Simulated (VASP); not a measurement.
# Zr (P6_3/mmc) in VASP: further runs

Zr is run at these levels: PBE; tasks: single point, relaxation of cell and atoms.

Program: VASP 6.6.1. These are calculated values, not measurements. Logs are shortened: lines on timing, memory, paths and dates and some standing lists are left out, and cuts for length are marked.

### 1 The cell of the first run

Symmetry: P6_3/mmc, No. 194, hexagonal system. Conventional cell: a = 3.239 Å, b = 3.239 Å, c = 5.172 Å, α = 90.00°, β = 90.00°, γ = 120.00°. Within 4.2 Å of Zr (site symmetry -6m2) lie 12 Zr at 3.19 to 3.24 Å.

### 2 Single point, PBE

The input, INCAR:

```
SYSTEM = Zr
  ALGO = Normal
  EDIFF = 1E-6
  ENCUT = 520
  GGA = PE
  ISIF = 2
  ISMEAR = 0
  LASPH = .True.
  LCHARG = .False.
  LREAL = .False.
  LWAVE = .False.
  NBANDS = 19
  NELM = 80
  PREC = Accurate
  SIGMA = 0.1
```

The input, KPOINTS:

```
k-points
0
Gamma
  6 6 4
  0 0 0
```

The input, POSCAR:

```
Zr
1.0
    3.2392314100      0.0000000000      0.0000000000
   -1.6196157100      2.8052566900      0.0000000000
    0.0000000000      0.0000000000      5.1722200000
Zr
2
Direct
    0.3333333300      0.6666666700      0.2500000000
    0.6666666700      0.3333333300      0.7500000000
```

Potentials or basis: VASP PAW PBE potentials, release 64 (Zr_sv).

Run with:

```bash
$ cat potpaw_PBE.64/Zr_sv/POTCAR > POTCAR
$ mpirun -np 1 vasp_std > vasp.out
```

OUTCAR:

```text
SYSTEM = Zr
   EDIFF = 1E-6
   ENCUT = 520
   GGA = PE
   ISIF = 2
   ISMEAR = 0
   LASPH = .True.
   LREAL = .False.
   NELM = 80
   PREC = Accurate

 ion  position               nearest neighbor table
   1  0.333  0.667  0.250-   2 3.19   2 3.19   2 3.19   2 3.19   2 3.19   2 3.19
   2  0.667  0.333  0.750-   1 3.19   1 3.19   1 3.19   1 3.19   1 3.19   1 3.19

  LATTYP: Found a hexagonal cell.
 ALAT       =     3.2392314100
 C/A-ratio  =     1.5967429755

  Lattice vectors:

 A1 = (   3.2392314100,   0.0000000000,   0.0000000000)
 A2 = (  -1.6196157100,   2.8052566900,   0.0000000000)
 A3 = (   0.0000000000,   0.0000000000,   5.1722200000)

Analysis of symmetry for initial positions (statically):
=====================================================================
 Subroutine PRICEL returns:
 Original cell was already a primitive cell.

 Routine SETGRP: Setting up the symmetry group for a
 hexagonal supercell.

 Subroutine GETGRP returns: Found 24 space group operations
 (whereof 12 operations were pure point group operations)
 out of a pool of 24 trial point group operations.

The static configuration has the point symmetry D_3d.
 The point group associated with its full space group is D_6h.

Analysis of symmetry for dynamics (positions and initial velocities):
=====================================================================
 Subroutine PRICEL returns:
 Original cell was already a primitive cell.

 Routine SETGRP: Setting up the symmetry group for a
 hexagonal supercell.

 Subroutine GETGRP returns: Found 24 space group operations
 (whereof 12 operations were pure point group operations)
 out of a pool of 24 trial point group operations.

The dynamic configuration has the point symmetry D_3d.
 The point group associated with its full space group is D_6h.

 Subroutine INISYM returns: Found 24 space group operations
 (whereof 12 operations are pure point group operations),
 and found     1 'primitive' translations

----------------------------------------------------------------------------------------

                                     Primitive cell

  volume of cell :      46.9993

  direct lattice vectors                    reciprocal lattice vectors
     3.239231410  0.000000000  0.000000000     0.308715208  0.178236809  0.000000000
    -1.619615710  2.805256690  0.000000000     0.000000000  0.356473617  0.000000000
     0.000000000  0.000000000  5.172220000     0.000000000  0.000000000  0.193340577

  length of vectors
     3.239231410  3.239231413  5.172220000     0.356473618  0.356473617  0.193340577

  position of ions in fractional coordinates (direct lattice)
     0.333333330  0.666666670  0.250000000
     0.666666670  0.333333330  0.750000000

  ion indices of the primitive-cell ions
   primitive index   ion index
                 1           1
                 2           2

----------------------------------------------------------------------------------------

 KPOINTS: k-points

Automatic generation of k-mesh.
 Grid dimensions read from file:
 generate k-points for:    6    6    4

 Generating k-lattice:

  Cartesian coordinates                     Fractional coordinates (reciprocal lattice)
     0.051452535  0.029706135  0.000000000     0.166666667 -0.000000000  0.000000000
     0.000000000  0.059412270  0.000000000     0.000000000  0.166666667  0.000000000
     0.000000000  0.000000000  0.048335144     0.000000000  0.000000000  0.250000000

  Length of vectors
     0.059412270  0.059412270  0.048335144

  Shift w.r.t. Gamma in fractional coordinates (k-lattice)
     0.000000000  0.000000000  0.000000000

 Subroutine IBZKPT returns following result:
 ===========================================

 Found     21 irreducible k-points:

 Following reciprocal coordinates:
            Coordinates               Weight
  0.000000  0.000000  0.000000      1.000000
  0.166667 -0.000000  0.000000      6.000000
  0.333333 -0.000000  0.000000      6.000000
  0.500000 -0.000000  0.000000      3.000000
  0.166667  0.166667  0.000000      6.000000
  0.333333  0.166667  0.000000     12.000000
[... 13 lines left out ...]
  0.333333  0.166667  0.500000     12.000000
  0.333333  0.333333  0.500000      2.000000
   k-points           NKPTS =     21   k-points in BZ     NKDIM =     21   number of bands    NBANDS=     19
   number of dos      NEDOS =    301   number of ions     NIONS =      2
   total plane-waves  NPLWV =  23040
   dimension x,y,z NGX =    24 NGY =   24 NGZ =   40
   dimension x,y,z NGXF=    48 NGYF=   48 NGZF=   80
   ions per type =               2
   NGX,Y,Z   is equivalent  to a cutoff of  12.32, 12.32, 12.86 a.u.
   NGXF,Y,Z  is equivalent  to a cutoff of  24.63, 24.63, 25.71 a.u.
 SYSTEM =  Zr
   PREC   = accura    normal or accurate (medium, high low for compatibility)
   ISTART =      0    job   : 0-new  1-cont  2-samecut
   ICHARG =      2    charge: 1-file 2-atom 10-const
   ISPIN  =      1    spin polarized calculation?
   LNONCOLLINEAR =      F non collinear calculations
   LSORBIT =      F    spin-orbit coupling
   LASPH  =      T    aspherical Exc in radial PAW
   ENCUT  =  520.0 eV  38.22 Ry    6.18 a.u.   6.02  6.02  9.62*2*pi/ulx,y,z
   NELM   =     80;   NELMIN=  2; NELMDL= -5     # of ELM steps
   EDIFF  = 0.1E-05   stopping-criterion for ELM
   LREAL  =      F    real-space projection
   EDIFFG = 0.1E-04   stopping-criterion for IOM
   NSW    =      0    number of steps for IOM
   IBRION =     -1    ionic relax: 0-MD 1-quasi-New 2-CG
   NFREE  =      0    steps in history (QN), initial steepest desc. (CG)
   ISIF   =      2    stress and relaxation
   ISYM   =      2    0-nonsym 1-usesym 2-fastsym
   POTIM  = 0.5000    time-step for ionic-motion
   TEBEG  =    0.0;   TEEND  =   0.0 temperature during run
   PSTRESS=    0.0 pullay stress
   NELECT =      24.0000    total number of electrons
   NUPDOWN=      -1.0000    fix difference up-down
   EMIN   =  10.00;   EMAX   =-10.00  energy-range for DOS
   EFERMI =   0.00;   METHOD = LEGACY
   ISMEAR =     0;   SIGMA  =   0.10  broadening in eV -4-tet -1-fermi 0-gaus
   EFERMI_NEDOS =   21; number of points for ismear=-14 and -15
   IALGO  =     38    algorithm
   IMIX   =      4    mixing-type and parameters
     AMIX     =   0.40;   BMIX     =  1.00
     AMIX_MAG =   1.60;   BMIX_MAG =  1.00
  volume/ion in A,a.u.               =      23.50       158.58
  Fermi-wavevector in a.u.,A,eV,Ry     =   1.308523  2.472750 23.296340  1.712233
  Thomas-Fermi vector in A             =   2.439184
   LORBIT       =      0    0 simple, 1 ext, 2 COOP (PROOUT), +10 PAW based schemes
   GGA     = PE    functional components
   LHFCALC =     F    Hartree Fock is set to
   AEXX    =    0.0000 exact exchange contribution
   IVDW    =     0    specifies the selected vdW correction
   LEPSILON=     F    determine dielectric tensor
   LRPA    =     F    only Hartree local field effects (RPA)
 non-spin polarized calculation
 Gauss-broadening in eV      SIGMA  =   0.10
  energy-cutoff  :      520.00
  volume of cell :       47.00
 maximum number of plane-waves:      1296
   NGX = 13   NGY = 13   NGZ = 19

 number of electron      24.0000001 magnetization

 Free energy of the ion-electron system (eV)
  ---------------------------------------------------
  ext. energy  EPLUGINS =         0.00000000
  ---------------------------------------------------
  free energy    TOTEN  =       -17.03734086 eV

  energy without entropy =      -17.02474174  energy(sigma->0) =      -17.03104130

 E-fermi :   8.9436     XC(G=0): -11.0390

 val. band max:        8.9219104304   @ k =   0.0000   0.0000   0.5000
 cond. band min:       8.9766732769   @ k =   0.3333   0.3333   0.2500
 fundamental gap:      0.0547628466
 Fermi energy:         8.9436449685

 k-point     1 :       0.0000    0.0000    0.0000
  band No.  band energies     occupation
      1     -39.9590      2.00000
      2     -39.8119      2.00000
      3     -18.4697      2.00000
      4     -17.6163      2.00000
      5     -17.6163      2.00000
      6     -17.4977      2.00000
[... 11 lines left out ...]
     18      11.0282      0.00000
     19      13.2839      0.00000

 k-point     2 :       0.1667   -0.0000    0.0000
  band No.  band energies     occupation
      1     -39.9302      2.00000
      2     -39.8003      2.00000
      3     -18.3902      2.00000
      4     -17.7866      2.00000
      5     -17.6706      2.00000
      6     -17.6540      2.00000
[... 11 lines left out ...]
     18      11.0938      0.00000
     19      13.6525      0.00000

 k-point     3 :       0.3333   -0.0000    0.0000
  band No.  band energies     occupation
      1     -39.8670      2.00000
      2     -39.7821      2.00000
      3     -18.1960      2.00000
      4     -18.1257      2.00000
      5     -17.9763      2.00000
      6     -17.7713      2.00000
[... 11 lines left out ...]
     18      12.7622      0.00000
     19      14.0248      0.00000

 k-point     4 :       0.5000   -0.0000    0.0000
  band No.  band energies     occupation
      1     -39.8281      2.00000
      2     -39.7800      2.00000
      3     -18.2930      2.00000
      4     -18.1279      2.00000
      5     -18.0510      2.00000
      6     -17.8190      2.00000
[... 11 lines left out ...]
     18      14.1440      0.00000
     19      14.9802      0.00000

 k-point     5 :       0.1667    0.1667    0.0000
  band No.  band energies     occupation
      1     -39.8839      2.00000
      2     -39.7856      2.00000
      3     -18.2517      2.00000
      4     -17.9655      2.00000
      5     -17.9510      2.00000
      6     -17.7235      2.00000
[... 11 lines left out ...]
     18      12.6259      0.00000
     19      13.7465      0.00000
[... 268 lines left out ...]
      2     -39.8040      2.00000
      3     -18.3637      2.00000
      4     -18.3637      2.00000
      5     -17.7326      2.00000
      6     -17.7326      2.00000
[... 11 lines left out ...]
     18      14.0093      0.00000
     19      14.0523      0.00000

 k-point    19 :       0.1667    0.1667    0.5000
  band No.  band energies     occupation
      1     -39.8350      2.00000
      2     -39.8350      2.00000
      3     -18.1500      2.00000
      4     -18.1500      2.00000
      5     -17.7505      2.00000
      6     -17.7505      2.00000
[... 11 lines left out ...]
     18      12.9203      0.00000
     19      13.4802      0.00000

 k-point    20 :       0.3333    0.1667    0.5000
  band No.  band energies     occupation
      1     -39.8041      2.00000
      2     -39.8041      2.00000
      3     -18.2905      2.00000
      4     -18.2905      2.00000
      5     -17.8555      2.00000
      6     -17.8555      2.00000
[... 11 lines left out ...]
     18      13.5824      0.00000
     19      14.8776      0.00000

 k-point    21 :       0.3333    0.3333    0.5000
  band No.  band energies     occupation
      1     -39.7937      2.00000
      2     -39.7937      2.00000
      3     -18.2393      2.00000
      4     -18.2393      2.00000
      5     -18.0115      2.00000
      6     -18.0115      2.00000
[... 11 lines left out ...]
     18      13.2439      0.00000
     19      16.8428      0.00000

------------------------ aborting loop because EDIFF is reached ----------------------------------------

  FORCE on cell =-STRESS in cart. coord.  units (eV):
  Direction    XX          YY          ZZ          XY          YZ          ZX
  --------------------------------------------------------------------------------------
  -------------------------------------------------------------------------------------
  Total       -0.2368438     -0.2368438     -0.0447933      0.0000000     -0.0000000      0.0000000
  in kB       -8.0738554     -8.0738554     -1.5269762      0.0000000     -0.0000000      0.0000000
  external PRESSURE =      -5.8915623 kB  Pullay stress =       0.0000000 kB

 VOLUME and BASIS-vectors are now :
 -----------------------------------------------------------------------------
  energy-cutoff  :      520.00
  volume of cell :       47.00
      direct lattice vectors                 reciprocal lattice vectors
     3.239231410  0.000000000  0.000000000     0.308715208  0.178236809  0.000000000
    -1.619615710  2.805256690  0.000000000     0.000000000  0.356473617  0.000000000
     0.000000000  0.000000000  5.172220000     0.000000000  0.000000000  0.193340577

 POSITION                                       TOTAL-FORCE (eV/Angst)
 -----------------------------------------------------------------------------------
     -0.00000      1.87017      1.29306         0.000000      0.000000      0.000000
      1.61962      0.93509      3.87917        -0.000000      0.000000      0.000000
 -----------------------------------------------------------------------------------
    total drift:                               -0.000010      0.000006     -0.000000

  FREE ENERGIE OF THE ION-ELECTRON SYSTEM (eV)
  ---------------------------------------------------
  free  energy   TOTEN  =       -17.0373408583 eV

  energy  without entropy=      -17.0247417381  energy(sigma->0) =      -17.03104130
```

Run time: 11 s. Hardware: 1 thread of Intel Xeon Platinum 8488C (Sapphire Rapids), shared host; peak memory 0.16 GiB.

Results:

| Item | Value |
| --- | --- |
| Free energy | -17.0373 eV |
| Pressure | -0.6 GPa |
| Band gap on the k mesh | zero (bands 12 and 13 overlap by 0.91 eV) |

Stress tensor (GPa, compression positive):
```
-0.81  0.00  0.00
 0.00 -0.81  0.00
 0.00  0.00 -0.15
```

Caveat: the k points lie up to 0.37 Å⁻¹ apart, too coarse for converged energies and pressures of a metal.

[end of part 1 of 2]
